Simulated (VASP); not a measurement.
# GaSb (rocksalt type) (Fm-3m) in VASP: a series of runs, part 2 of 2

VASP 6.6.1. The steps go on from the part before.

### 3 Single point, PBEsol (14.79 Å³/atom)

This run uses another cell than the first one, of 14.79 Å³/atom.

Contents of INCAR:

```
SYSTEM = GaSb
PREC     = Accurate       ! precision mode
ENCUT    = 520            ! plane-wave cutoff, eV
EDIFF    = 1E-7           ! SCF threshold, eV
ISMEAR   = -1             ! smearing method
SIGMA    = 0.08           ! smearing width, eV
LREAL    = .False.        ! projectors in reciprocal space
LASPH    = .True.         ! aspherical terms in the spheres
NELM     = 80             ! most SCF steps
ALGO     = Normal         ! electronic algorithm
ISIF     = 2              ! what is computed and relaxed
LWAVE    = .False.        ! write WAVECAR
LCHARG   = .True.         ! write CHGCAR
GGA      = PS             ! functional
LELF     = .True.         ! ELF
LVHAR    = .True.       
NBANDS   = 16             ! bands
```

Contents of KPOINTS:

```
Automatic mesh
0
Gamma
  13 13 13
  0 0 0
```

Contents of POSCAR:

```
GaSb
1.0
    0.0000000000      2.4546541380      2.4546541380
    2.4546541380      0.0000000000      2.4546541380
    2.4546541380      2.4546541380      0.0000000000
Ga Sb
1 1
Direct
    0.0000000000      0.0000000000      0.0000000000
    0.5000000000      0.5000000000      0.5000000000
```

Potentials or basis: VASP PAW PBE potentials, release 64 (Ga_d, Sb).

The run is started by

```console
cat potpaw_PBE.64/Ga_d/POTCAR potpaw_PBE.64/Sb/POTCAR > POTCAR
mpirun -np 1 vasp_std > vasp.out
```

OUTCAR:

```text
SYSTEM = GaSb
   PREC = Accurate
   ENCUT = 520
   EDIFF = 1E-7
   ISMEAR = -1
   LREAL = .False.
   LASPH = .True.
   NELM = 80
   ISIF = 2
   GGA = PS

 ion  position               nearest neighbor table
   1  0.000  0.000  0.000-   2 2.45   2 2.45   2 2.45   2 2.45   2 2.45   2 2.45
   2  0.500  0.500  0.500-   1 2.45   1 2.45   1 2.45   1 2.45   1 2.45   1 2.45

  LATTYP: Found a face centered cubic cell.
 ALAT       =     4.9093082760

  Lattice vectors:

 A1 = (   0.0000000000,   2.4546541380,   2.4546541380)
 A2 = (   2.4546541380,   0.0000000000,   2.4546541380)
 A3 = (   2.4546541380,   2.4546541380,   0.0000000000)

Analysis of symmetry for initial positions (statically):
=====================================================================
 Subroutine PRICEL returns:
 Original cell was already a primitive cell.

 Routine SETGRP: Setting up the symmetry group for a
 face centered cubic supercell.

 Subroutine GETGRP returns: Found 48 space group operations
 (whereof 48 operations were pure point group operations)
 out of a pool of 48 trial point group operations.

The static configuration has the point symmetry O_h .

Analysis of symmetry for dynamics (positions and initial velocities):
=====================================================================
 Subroutine PRICEL returns:
 Original cell was already a primitive cell.

 Routine SETGRP: Setting up the symmetry group for a
 face centered cubic supercell.

 Subroutine GETGRP returns: Found 48 space group operations
 (whereof 48 operations were pure point group operations)
 out of a pool of 48 trial point group operations.

The dynamic configuration has the point symmetry O_h .

 Subroutine INISYM returns: Found 48 space group operations
 (whereof 48 operations are pure point group operations),
 and found     1 'primitive' translations

----------------------------------------------------------------------------------------

                                     Primitive cell

  volume of cell :      29.5802

  direct lattice vectors                    reciprocal lattice vectors
     0.000000000  2.454654138  2.454654138    -0.203694684  0.203694684  0.203694684
     2.454654138  0.000000000  2.454654138     0.203694684 -0.203694684  0.203694684
     2.454654138  2.454654138  0.000000000     0.203694684  0.203694684 -0.203694684

  length of vectors
     3.471405173  3.471405173  3.471405173     0.352809543  0.352809543  0.352809543

  position of ions in fractional coordinates (direct lattice)
     0.000000000  0.000000000  0.000000000
     0.500000000  0.500000000  0.500000000

  ion indices of the primitive-cell ions
   primitive index   ion index
                 1           1
                 2           2

----------------------------------------------------------------------------------------

 KPOINTS: Automatic mesh

Automatic generation of k-mesh.
 Grid dimensions read from file:
 generate k-points for:   13   13   13

 Generating k-lattice:

  Cartesian coordinates                     Fractional coordinates (reciprocal lattice)
    -0.015668822  0.015668822  0.015668822     0.076923077  0.000000000  0.000000000
     0.015668822 -0.015668822  0.015668822     0.000000000  0.076923077  0.000000000
     0.015668822  0.015668822 -0.015668822     0.000000000  0.000000000  0.076923077

  Length of vectors
     0.027139196  0.027139196  0.027139196

  Shift w.r.t. Gamma in fractional coordinates (k-lattice)
     0.000000000  0.000000000  0.000000000

 Subroutine IBZKPT returns following result:
 ===========================================

 Found     84 irreducible k-points:

 Following reciprocal coordinates:
            Coordinates               Weight
  0.000000  0.000000  0.000000      1.000000
  0.076923  0.000000  0.000000      8.000000
  0.153846  0.000000  0.000000      8.000000
  0.230769  0.000000  0.000000      8.000000
  0.307692  0.000000  0.000000      8.000000
  0.384615  0.000000  0.000000      8.000000
[... 16 lines left out ...]
  0.384615  0.153846  0.000000     24.000000
  0.461538  0.153846  0.000000     24.000000
 [... further k-points ...]
   k-points           NKPTS =     84   k-points in BZ     NKDIM =     84   number of bands    NBANDS=     16
   number of dos      NEDOS =    301   number of ions     NIONS =      2
   total plane-waves  NPLWV =  21952
   dimension x,y,z NGX =    28 NGY =   28 NGZ =   28
   dimension x,y,z NGXF=    56 NGYF=   56 NGZF=   56
   ions per type =               1   1
   NGX,Y,Z   is equivalent  to a cutoff of  13.41, 13.41, 13.41 a.u.
   NGXF,Y,Z  is equivalent  to a cutoff of  26.82, 26.82, 26.82 a.u.
 SYSTEM =  GaSb
   PREC   = accura    normal or accurate (medium, high low for compatibility)
   ISTART =      0    job   : 0-new  1-cont  2-samecut
   ICHARG =      2    charge: 1-file 2-atom 10-const
   ISPIN  =      1    spin polarized calculation?
   LNONCOLLINEAR =      F non collinear calculations
   LSORBIT =      F    spin-orbit coupling
   LASPH  =      T    aspherical Exc in radial PAW
   ENCUT  =  520.0 eV  38.22 Ry    6.18 a.u.   6.45  6.45  6.45*2*pi/ulx,y,z
   NELM   =     80;   NELMIN=  2; NELMDL= -5     # of ELM steps
   EDIFF  = 0.1E-06   stopping-criterion for ELM
   LREAL  =      F    real-space projection
   EDIFFG = 0.1E-05   stopping-criterion for IOM
   NSW    =      0    number of steps for IOM
   IBRION =     -1    ionic relax: 0-MD 1-quasi-New 2-CG
   NFREE  =      0    steps in history (QN), initial steepest desc. (CG)
   ISIF   =      2    stress and relaxation
   ISYM   =      2    0-nonsym 1-usesym 2-fastsym
   POTIM  = 0.5000    time-step for ionic-motion
   TEBEG  =    0.0;   TEEND  =   0.0 temperature during run
   PSTRESS=    0.0 pullay stress
   NELECT =      18.0000    total number of electrons
   NUPDOWN=      -1.0000    fix difference up-down
   EMIN   =  10.00;   EMAX   =-10.00  energy-range for DOS
   EFERMI =   0.00;   METHOD = LEGACY
   ISMEAR =    -1;   SIGMA  =   0.08  broadening in eV -4-tet -1-fermi 0-gaus
   EFERMI_NEDOS =   21; number of points for ismear=-14 and -15
   IALGO  =     38    algorithm
   IMIX   =      4    mixing-type and parameters
     AMIX     =   0.40;   BMIX     =  1.00
     AMIX_MAG =   1.60;   BMIX_MAG =  1.00
  volume/ion in A,a.u.               =      14.79        99.81
  Fermi-wavevector in a.u.,A,eV,Ry     =   1.387284  2.621587 26.185184  1.924557
  Thomas-Fermi vector in A             =   2.511520
   LORBIT       =      0    0 simple, 1 ext, 2 COOP (PROOUT), +10 PAW based schemes
   GGA     = PS    functional components
   LHFCALC =     F    Hartree Fock is set to
   AEXX    =    0.0000 exact exchange contribution
   IVDW    =     0    specifies the selected vdW correction
   LEPSILON=     F    determine dielectric tensor
   LRPA    =     F    only Hartree local field effects (RPA)
 non-spin polarized calculation
  energy-cutoff  :      520.00
  volume of cell :       29.58
 maximum number of plane-waves:       821
 NGX is ok and might be reduce to    28
   NGX = 13   NGY = 13   NGZ = 13

 number of electron      18.0000006 magnetization

 Free energy of the ion-electron system (eV)
  ---------------------------------------------------
  ext. energy  EPLUGINS =         0.00000000
  ---------------------------------------------------
  free energy    TOTEN  =        -4.99725114 eV

  energy without entropy =       -4.98100309  energy(sigma->0) =       -4.98912712

 E-fermi :  13.4485     XC(G=0): -12.7362

 val. band max:       13.4360031474   @ k =   0.2308   0.0000   0.0000
 cond. band min:      13.4535337470   @ k =   0.0769   0.0000   0.0000
 fundamental gap:      0.0175305996
 Fermi energy:        13.4485384486

 k-point     1 :       0.0000    0.0000    0.0000
  band No.  band energies     occupation
      1      -3.3187      2.00000
      2      -2.6881      2.00000
      3      -2.6881      2.00000
      4      -2.6605      2.00000
      5      -2.6605      2.00000
      6      -2.6605      2.00000
[... 8 lines left out ...]
     15      21.3851      0.00000
     16      21.3851      0.00000

 k-point     2 :       0.0769    0.0000    0.0000
  band No.  band energies     occupation
      1      -3.2030      2.00000
      2      -2.6951      2.00000
      3      -2.6951      2.00000
      4      -2.6622      2.00000
      5      -2.6576      2.00000
      6      -2.6576      2.00000
[... 8 lines left out ...]
     15      20.6437      0.00000
     16      21.0647      0.00000
[... 387 lines left out ...]
      5      -2.5954      2.00000
      6      -0.6293      2.00000
[... 8 lines left out ...]
     15      25.7962      0.00000
     16      27.2307      0.00000

 k-point    24 :       0.4615    0.1538    0.0000
  band No.  band energies     occupation
      1      -2.9065      2.00000
      2      -2.7732      2.00000
      3      -2.7130      2.00000
      4      -2.6237      2.00000
      5      -2.5872      2.00000
      6       0.4563      2.00000
[... 8 lines left out ...]
     15      27.3142      0.00000
     16      27.8151      0.00000

 [... further k-points ...]
[... 5 lines left out ...]
  --------------------------------------------------------------------------------------
  -------------------------------------------------------------------------------------
  Total       15.5338621     15.5338621     15.5338621     -0.0000000     -0.0000000      0.0000000
  in kB      841.3740376    841.3740376    841.3740376     -0.0000000     -0.0000000      0.0000000
  external PRESSURE =     841.3740376 kB  Pullay stress =       0.0000000 kB

 VOLUME and BASIS-vectors are now :
 -----------------------------------------------------------------------------
  energy-cutoff  :      520.00
  volume of cell :       29.58
      direct lattice vectors                 reciprocal lattice vectors
     0.000000000  2.454654138  2.454654138    -0.203694684  0.203694684  0.203694684
     2.454654138  0.000000000  2.454654138     0.203694684 -0.203694684  0.203694684
     2.454654138  2.454654138  0.000000000     0.203694684  0.203694684 -0.203694684

 POSITION                                       TOTAL-FORCE (eV/Angst)
 -----------------------------------------------------------------------------------
      0.00000      0.00000      0.00000         0.000000      0.000000     -0.000000
      2.45465      2.45465      2.45465        -0.000000     -0.000000      0.000000
 -----------------------------------------------------------------------------------
    total drift:                               -0.000000     -0.000000      0.000000

  FREE ENERGIE OF THE ION-ELECTRON SYSTEM (eV)
  ---------------------------------------------------
  free  energy   TOTEN  =        -4.9972511413 eV

  energy  without entropy=       -4.9810030945  energy(sigma->0) =       -4.98912712
```

It took 44 s on 1 thread of Intel Xeon 8259CL, shared host; peak memory 0.19 GiB.

Results:

- Free energy: -4.9973 eV
- Pressure: 84.1 GPa
- Band gap on the k mesh: zero (bands 9 and 10 overlap by 4.81 eV)

Caveat: the cell stands under pressure; the PAW data sets were made with another functional, which shifts forces and pressure a little; spin-orbit coupling is left out, which moves the levels of the heavy elements.

### 4 Single point, PBEsol (16.64 Å³/atom)

This run uses another cell than the first one, of 16.64 Å³/atom.

Contents of INCAR:

```
PREC = Accurate ; ENCUT = 520
EDIFF = 1E-7 ; ISMEAR = -1
SIGMA = 0.08 ; LREAL = F
LASPH = T ; NELM = 60
ALGO = Normal ; ISIF = 2
LWAVE = F ; LCHARG = T
GGA = PS ; LELF = T
LVHAR = T ; NBANDS = 16
```

Contents of KPOINTS:

```
Automatic mesh
0
Gamma
  13 13 13
```

Contents of POSCAR:

```
GaSb
1.0
    0.0000000000      2.5529431818      2.5529431818
    2.5529431818      0.0000000000      2.5529431818
    2.5529431818      2.5529431818      0.0000000000
Ga Sb
1 1
Direct
    0.0000000000      0.0000000000      0.0000000000
    0.5000000000      0.5000000000      0.5000000000
```

The run is started by

```console
cat potpaw_PBE.64/Ga_d/POTCAR potpaw_PBE.64/Sb/POTCAR > POTCAR
mpirun -np 1 vasp_std > vasp.out
```

Wall time 58 s (1 thread of Intel Xeon 8259CL, shared host); peak memory 0.19 GiB.

It converged, with:

```yaml
Free_energy: -6.4752 eV
Pressure: 47.2 GPa
Band_gap_on_the_k_mesh: zero (bands 9 and 10 overlap by 4.84 eV)
```

Levels at points of the mesh, in eV from the Fermi level:
```csv
k point,band 7,band 8,band 9,band 10,band 11,band 12
"(0.00, 0.00, 0.00)",0.06,0.06,0.06,3.73,6.36,6.36
```

Caveat: the cell stands under pressure; the PAW data sets were made with another functional, which shifts forces and pressure a little; spin-orbit coupling is left out, which moves the levels of the heavy elements.

### 5 The runs side by side

```tsv
cell	gap on the mesh (eV)	pressure (GPa)
a = 3.300 Å, angles 60.0°, 2 atoms	none	159.2
a = 3.471 Å, angles 60.0°, 2 atoms	none	84.1
a = 3.610 Å, angles 60.0°, 2 atoms	none	47.2
```

Alike in all rows: task single point; level PBEsol; potentials or basis VASP PAW PBE potentials, release 64 (Ga_d, Sb); no spin polarisation; k mesh 13 × 13 × 13; cutoff (eV) 520; smearing fermi-dirac 0.08 eV.

Caveats: the cell stands under pressure; the PAW data sets were made with another functional, which shifts forces and pressure a little; spin-orbit coupling is left out, which moves the levels of the heavy elements.

Absolute energies hang on the potentials; compare differences alone.
